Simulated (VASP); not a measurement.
# HCN (I4mm) in VASP: notebook, part 3 of 3

VASP 6.6.1.

## (5) Single point, PBE-based screened hybrid

POSCAR reads:

```
HCN
1.0
   -2.3160580000      2.3160580000      2.1599010000
    2.3160580000     -2.3160580000      2.1599010000
    2.3160580000      2.3160580000     -2.1599010000
N C H
1 1 1
Direct
    0.2719290000      0.2719290000      0.0000000000
    0.0036740000      0.0036740000      0.0000000000
    0.7520970000      0.7520970000      0.0000000000
```

INCAR.step1 reads:

```
ALGO = Normal
EDIFF = 1E-5
ENCUT = 520
GGA = PE
ISIF = 2
ISMEAR = -1
LASPH = True
LCHARG = False
LREAL = False
LWAVE = True
NBANDS = 12
NELM = 100
PREC = Accurate
SIGMA = 0.05
```

INCAR.step2 reads:

```
AEXX = 0.3
ALGO = Normal
EDIFF = 1E-6
ENCUT = 520
GGA = PE
HFSCREEN = 0.2
ISIF = 2
ISMEAR = -1
ISTART = 1
LASPH = True
LCHARG = False
LHFCALC = True
LREAL = False
LWAVE = False
NBANDS = 12
NELM = 100
PREC = Accurate
PRECFOCK = Normal
SIGMA = 0.05
```

KPOINTS reads:

```
k-points
0
Gamma
  4 4 4
```

Run with:

```
$ cat potpaw_PBE.64/N/POTCAR potpaw_PBE.64/C/POTCAR potpaw_PBE.64/H/POTCAR > POTCAR
$ cp INCAR.step1 INCAR
$ mpirun -np 1 vasp_std > vasp.out
$ cp INCAR.step2 INCAR
$ mpirun -np 1 vasp_std > vasp.out
```

It took 5.4 min on 1 thread of Oxide Virtual Turin-like, shared host; peak memory 0.24 GiB.

Results (log left out):

```
Free energy            : -24.5397 eV
Pressure               : -2.3 GPa
Largest force          : 1.450 eV/Å
Band gap on the k mesh : 8.67 eV, indirect (least direct gap 9.07 eV)
```

Forces in eV/Å, atoms in the order of the input:
```
N    0.000  0.000 -1.450
C    0.000  0.000  1.281
H    0.000  0.000  0.169
```

Stress tensor (GPa, compression positive):
```
 0.10  0.00  0.00
 0.00  0.10  0.00
 0.00  0.00 -7.03
```

Levels at points of the mesh, in eV from the valence-band top:
| k point | band 2 | band 3 | band 4 | band 5 | band 6 | band 7 | band 8 | band 9 |
| --- | --- | --- | --- | --- | --- | --- | --- | --- |
| (0.00, 0.00, 0.00) | -6.45 | -2.08 | -0.07 | -0.07 | 9.88 | 9.88 | 10.90 | 16.11 |
| (0.50, 0.00, 0.00) | -7.10 | -1.06 | -0.43 | -0.40 | 8.67 | 9.44 | 13.06 | 14.56 |
| (0.50, 0.50, 0.00) | -6.41 | -2.12 | -1.32 | 0.00 | 9.38 | 11.09 | 13.63 | 14.82 |
| (0.50, 0.50, 0.50) | -6.43 | -2.19 | -0.97 | -0.97 | 11.18 | 11.18 | 12.57 | 13.06 |

Caveat: the k points lie up to 0.50 Å⁻¹ apart; the PAW data sets were made with another functional, which shifts forces and pressure a little.

## (6) Single point, PBE-based screened hybrid

POSCAR is that of step 5.

INCAR.step1 reads:

```
SYSTEM = HCN
PREC = Accurate
ENCUT = 520
EDIFF = 1E-5
ISMEAR = -1
SIGMA = 0.05
LREAL = .FALSE.
LASPH = .TRUE.
NELM = 80
ALGO = Normal
ISIF = 2
LWAVE = .TRUE.
LCHARG = .FALSE.
NBANDS = 12
GGA = PE
```

INCAR.step2 reads:

```
SYSTEM = HCN
PREC = Accurate
ENCUT = 520
EDIFF = 1E-6
ISMEAR = -1
SIGMA = 0.05
LREAL = .FALSE.
LASPH = .TRUE.
NELM = 80
ALGO = Normal
ISIF = 2
LWAVE = .FALSE.
LCHARG = .FALSE.
GGA = PE
LHFCALC = .TRUE.
AEXX = 0.4
HFSCREEN = 0.2
PRECFOCK = Normal
NBANDS = 12
ISTART = 1
```

KPOINTS reads:

```
regular mesh
0
G
  4 4 4
  0 0 0
```

Potentials or basis: VASP PAW PBE potentials, release 64 (N, C, H).

Run with:

```
$ cat potpaw_PBE.64/N/POTCAR potpaw_PBE.64/C/POTCAR potpaw_PBE.64/H/POTCAR > POTCAR
$ cp INCAR.step1 INCAR
$ mpirun -np 1 vasp_std > vasp.out
$ cp INCAR.step2 INCAR
$ mpirun -np 1 vasp_std > vasp.out
```

OUTCAR:

```text
SYSTEM = HCN
   PREC = Accurate
   ENCUT = 520
   EDIFF = 1E-6
   ISMEAR = -1
   LREAL = .FALSE.
   LASPH = .TRUE.
   NELM = 80
   ISIF = 2
   GGA = PE
   LHFCALC = .TRUE.
   AEXX = 0.4
   HFSCREEN = 0.2
   PRECFOCK = Normal
   ISTART = 1

 ion  position               nearest neighbor table
   1  0.272  0.272  0.000-   2 1.16
   2  0.004  0.004  0.000-   3 1.09   1 1.16
   3  0.752  0.752  0.000-   2 1.09

  LATTYP: Found a body centered tetragonal cell.
 ALAT       =     4.6321160000
 C/A-ratio  =     0.9325763863

  Lattice vectors:

 A1 = (  -2.3160580000,   2.3160580000,   2.1599010000)
 A2 = (   2.3160580000,  -2.3160580000,   2.1599010000)
 A3 = (   2.3160580000,   2.3160580000,  -2.1599010000)

Analysis of symmetry for initial positions (statically):
=====================================================================
 Subroutine PRICEL returns:
 Original cell was already a primitive cell.

 Routine SETGRP: Setting up the symmetry group for a
 body centered tetragonal supercell.

 Subroutine GETGRP returns: Found  8 space group operations
 (whereof  8 operations were pure point group operations)
 out of a pool of 16 trial point group operations.

The static configuration has the point symmetry C_4v.

Analysis of symmetry for dynamics (positions and initial velocities):
=====================================================================
 Subroutine PRICEL returns:
 Original cell was already a primitive cell.

 Routine SETGRP: Setting up the symmetry group for a
 body centered tetragonal supercell.

 Subroutine GETGRP returns: Found  8 space group operations
 (whereof  8 operations were pure point group operations)
 out of a pool of 16 trial point group operations.

The dynamic configuration has the point symmetry C_4v.

 Subroutine INISYM returns: Found  8 space group operations
 (whereof  8 operations are pure point group operations),
 and found     1 'primitive' translations
[... 120 lines left out ...]
   ENCUTFOCK=  -1.0 apply spherical cutoff to Coloumb kernel
   IVDW    =     0    specifies the selected vdW correction
   LEPSILON=     F    determine dielectric tensor
   LRPA    =     F    only Hartree local field effects (RPA)
 non-spin polarized calculation
  energy-cutoff  :      520.00
  volume of cell :       46.34
 maximum number of plane-waves:      1265
 NGX is ok and might be reduce to    30
  NGX = 24; NGY = 24; NGZ = 24

 number of electron      10.0000000 magnetization

 Free energy of the ion-electron system (eV)
  ---------------------------------------------------
  ext. energy  EPLUGINS =         0.00000000
  ---------------------------------------------------
  free energy    TOTEN  =       -26.06750144 eV

  energy without entropy =      -26.06750144  energy(sigma->0) =      -26.06750144

 E-fermi :  -5.4475     XC(G=0):  -5.0590

 val. band max:       -6.5315680136   @ k =   0.5000   0.5000   0.0000
 cond. band min:       2.7536206791   @ k =   0.5000   0.0000   0.0000
 fundamental gap:      9.2851886928
 Fermi energy:        -5.4475139656

 k-point     1 :       0.0000    0.0000    0.0000
  band No.  band energies     occupation
      1     -23.6613      2.00000
      2     -13.2133      2.00000
      3      -8.8310      2.00000
      4      -6.6062      2.00000
      5      -6.6062      2.00000
      6       4.0677      0.00000
      7       4.0677      0.00000
      8       4.8902      0.00000
      9      10.3669      0.00000
     10      11.4223      0.00000
     11      12.5584      0.00000
     12      12.5584      0.00000
[... 166 lines left out ...]
 k-point    13 :       0.5000    0.5000    0.5000
  band No.  band energies     occupation
      1     -23.4717      2.00000
      2     -13.1970      2.00000
      3      -8.9343      2.00000
      4      -7.5272      2.00000
      5      -7.5272      2.00000
      6       5.4360      0.00000
      7       5.4360      0.00000
      8       6.5407      0.00000
      9       7.1634      0.00000
     10      10.8452      0.00000
     11      10.8452      0.00000
     12      12.4404      0.00000

------------------------ aborting loop because EDIFF is reached ----------------------------------------

  FORCE on cell =-STRESS in cart. coord.  units (eV):
  Direction    XX          YY          ZZ          XY          YZ          ZX
  --------------------------------------------------------------------------------------
  -------------------------------------------------------------------------------------
  Total        0.0057577      0.0057577     -2.7514010      0.0000000      0.0000000      0.0000000
  in kB        0.1990532      0.1990532    -95.1199849      0.0000000      0.0000000      0.0000000
  external PRESSURE =     -31.5739595 kB  Pullay stress =       0.0000000 kB

 VOLUME and BASIS-vectors are now :
 -----------------------------------------------------------------------------
  energy-cutoff  :      520.00
  volume of cell :       46.34
      direct lattice vectors                 reciprocal lattice vectors
    -2.316058000  2.316058000  2.159901000     0.000000000  0.215884058  0.231492092
     2.316058000 -2.316058000  2.159901000     0.215884058  0.000000000  0.231492092
     2.316058000  2.316058000 -2.159901000     0.215884058  0.215884058  0.000000000

 POSITION                                       TOTAL-FORCE (eV/Angst)
 -----------------------------------------------------------------------------------
      0.00000      0.00000      1.17468         0.000000      0.000000     -1.957852
      0.00000      0.00000      0.01587        -0.000000     -0.000000      1.698980
      0.00000      0.00000      3.24891        -0.000000     -0.000000      0.258872
 -----------------------------------------------------------------------------------
    total drift:                               -0.000007      0.000009      0.000139

  FREE ENERGIE OF THE ION-ELECTRON SYSTEM (eV)
  ---------------------------------------------------
  free  energy   TOTEN  =       -26.0675014442 eV

  energy  without entropy=      -26.0675014441  energy(sigma->0) =      -26.06750144
```

OUTCAR.step1:

```text
SYSTEM = HCN
   PREC = Accurate
   ENCUT = 520
   EDIFF = 1E-5
   ISMEAR = -1
   LREAL = .FALSE.
   LASPH = .TRUE.
[... 408 lines left out ...]
      0.00000      0.00000      1.17468         0.000000      0.000000      0.164075
      0.00000      0.00000      0.01587        -0.000000     -0.000000     -0.034989
      0.00000      0.00000      3.24891         0.000000      0.000000     -0.129086
 -----------------------------------------------------------------------------------
    total drift:                                0.000000      0.000000     -0.000580

  FREE ENERGIE OF THE ION-ELECTRON SYSTEM (eV)
  ---------------------------------------------------
  free  energy   TOTEN  =       -20.0134419305 eV

  energy  without entropy=      -20.0134419305  energy(sigma->0) =      -20.01344193
```

It took 5.1 min on 1 thread of Oxide Virtual Turin-like, shared host; peak memory 0.24 GiB.

What came out:

* Free energy: -26.0675 eV
* Pressure: -3.2 GPa
* Largest force: 1.958 eV/Å
* Band gap on the k mesh: 9.29 eV, indirect (least direct gap 9.70 eV)

Forces in eV/Å, atoms in the order of the input:
```
N    0.000  0.000 -1.958
C    0.000  0.000  1.699
H    0.000  0.000  0.259
```

Stress tensor (GPa, compression positive):
```
 0.02  0.00  0.00
 0.00  0.02  0.00
 0.00  0.00 -9.51
```

Levels at points of the mesh, in eV from the valence-band top:
| k point | band 2 | band 3 | band 4 | band 5 | band 6 | band 7 | band 8 | band 9 |
| --- | --- | --- | --- | --- | --- | --- | --- | --- |
| (0.00, 0.00, 0.00) | -6.68 | -2.30 | -0.07 | -0.07 | 10.60 | 10.60 | 11.42 | 16.90 |
| (0.50, 0.00, 0.00) | -7.36 | -1.23 | -0.46 | -0.42 | 9.29 | 10.12 | 13.77 | 15.19 |
| (0.50, 0.50, 0.00) | -6.64 | -2.34 | -1.35 | 0.00 | 10.07 | 11.85 | 14.25 | 15.55 |
| (0.50, 0.50, 0.50) | -6.67 | -2.40 | -1.00 | -1.00 | 11.97 | 11.97 | 13.07 | 13.70 |

Caveat: the k points lie up to 0.50 Å⁻¹ apart; the PAW data sets were made with another functional, which shifts forces and pressure a little. A k mesh can miss the band edges.

## (7) Single point, PBE-based screened hybrid

POSCAR is that of step 6.

INCAR.step1 reads:

```
PREC = Accurate
ENCUT = 520
EDIFF = 1E-5
ISMEAR = -1
SIGMA = 0.05
LREAL = False
LASPH = True
NELM = 100
ALGO = Normal
ISIF = 2
LWAVE = True
GGA = PE
NBANDS = 12
```

INCAR.step2 reads:

```
PREC = Accurate
ENCUT = 520
EDIFF = 1E-6
ISMEAR = -1
SIGMA = 0.05
LREAL = False
LASPH = True
NELM = 100
ALGO = Normal
ISIF = 2
LWAVE = False
LCHARG = True
GGA = PE
LHFCALC = True
AEXX = 0.5
HFSCREEN = 0.2
PRECFOCK = Normal
LELF = True
LVHAR = True
ISTART = 1
NBANDS = 12
```

KPOINTS reads:

```
Automatic mesh
0
Gamma
  4 4 4
```

Run with:

```
$ cat potpaw_PBE.64/N/POTCAR potpaw_PBE.64/C/POTCAR potpaw_PBE.64/H/POTCAR > POTCAR
$ cp INCAR.step1 INCAR
$ mpirun -np 1 vasp_std > vasp.out
$ cp INCAR.step2 INCAR
$ mpirun -np 1 vasp_std > vasp.out
```

It took 5.7 min on 1 thread of Oxide Virtual Turin-like, shared host; peak memory 0.24 GiB.

The run converged. Its results:

```
Free energy            : -27.6043 eV
Pressure               : -4.0 GPa
Largest force          : 2.454 eV/Å
Band gap on the k mesh : 9.90 eV, indirect (least direct gap 10.33 eV)
```

Forces on the atoms (eV/Å):
```
N    0.000  0.000 -2.454
C    0.000  0.000  2.109
H    0.000  0.000  0.345
```

Stress tensor (GPa, compression positive):
```
 -0.06   0.00   0.00
  0.00  -0.06   0.00
  0.00   0.00 -11.93
```

Levels at points of the mesh, in eV from the valence-band top:
| k point | band 1 | band 2 | band 3 | band 4 | band 5 | band 6 | band 7 | band 8 | band 9 | band 10 |
| --- | --- | --- | --- | --- | --- | --- | --- | --- | --- | --- |
| (0.00, 0.00, 0.00) | -17.75 | -6.91 | -2.52 | -0.08 | -0.08 | 11.32 | 11.32 | 11.95 | 17.69 | 18.53 |
| (0.50, 0.00, 0.00) | -17.60 | -7.63 | -1.40 | -0.49 | -0.43 | 9.90 | 10.80 | 14.47 | 15.82 | 17.66 |
| (0.50, 0.50, 0.00) | -17.65 | -6.87 | -2.56 | -1.38 | 0.00 | 10.75 | 12.59 | 14.89 | 16.27 | 16.43 |
| (0.50, 0.50, 0.50) | -17.56 | -6.90 | -2.62 | -1.02 | -1.02 | 12.76 | 12.76 | 13.58 | 14.33 | 18.01 |

Caveat: the k points lie up to 0.50 Å⁻¹ apart; the PAW data sets were made with another functional, which shifts forces and pressure a little. A k mesh can miss the band edges.

## (8) Summary

```tsv
share of exact exchange	gap on the mesh (eV)	pressure (GPa)	largest force (eV/Å)
0.15	7.73	-0.9	0.66
0.2	8.04	-1.4	0.93
0.25	8.36	-1.8	1.19
0.3	8.67	-2.3	1.45
0.4	9.29	-3.2	1.96
0.5	9.90	-4.0	2.45
```

Alike in all rows: task single point; level PBE-based screened hybrid; potentials or basis VASP PAW PBE potentials, release 64 (N, C, H); no spin polarisation; cell as given; k mesh 4 × 4 × 4; cutoff (eV) 520; smearing fermi-dirac 0.05 eV.

Caveats: all runs use coarse meshes; the PAW data sets were made with another functional, which shifts forces and pressure a little.

Absolute energies hang on the potentials; compare differences alone.
